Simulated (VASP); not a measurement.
Set up this calculation in VASP 6.6.1, as the native input.

```
Task                   : single point
Functional             : PBE
Potentials or basis    : VASP PAW PBE potentials, release 64 (Li_sv)
Cutoff                 : 520 eV
k mesh                 : 4 × 4 × 4
Occupations            : gaussian, width 0.1 eV
Spin                   : no spin polarisation
Dipole correction      : no
Further INCAR settings : ALGO = Fast; EDIFF = 1e-06; NBANDS = 12
```

The structure of Li lies in POSCAR:

```
Li
1.0
    4.1117682000      0.0000000000      0.0000000000
    0.0000000000      4.1117682000      0.0000000000
    0.0000000000      0.0000000000      4.1117682000
Li
3
Direct
    0.0000000000      0.5000000000      0.5000000000
    0.5000000000      0.0000000000      0.5000000000
    0.5000000000      0.5000000000      0.0000000000
```

These files were run (other wordings do the same):

INCAR

```
PREC = Accurate
ENCUT = 520
EDIFF = 1E-6
ISMEAR = 0
SIGMA = 0.1
LREAL = False
LASPH = True
NELM = 100
ALGO = Fast
ISIF = 2
LWAVE = False
LCHARG = False
GGA = PE
NBANDS = 12
```

KPOINTS

```
Automatic mesh
0
Gamma
  4 4 4
```

Potentials or basis: VASP PAW PBE potentials, release 64 (Li_sv).

Run with:

```sh
$ cat potpaw_PBE.64/Li_sv/POTCAR > POTCAR
$ mpirun -np 1 vasp_std > vasp.out
```

It took 3.6 s on 1 thread of Intel(R) Xeon(R) 6975P-C (Granite Rapids) (shared host), peak memory 0.15 GiB.
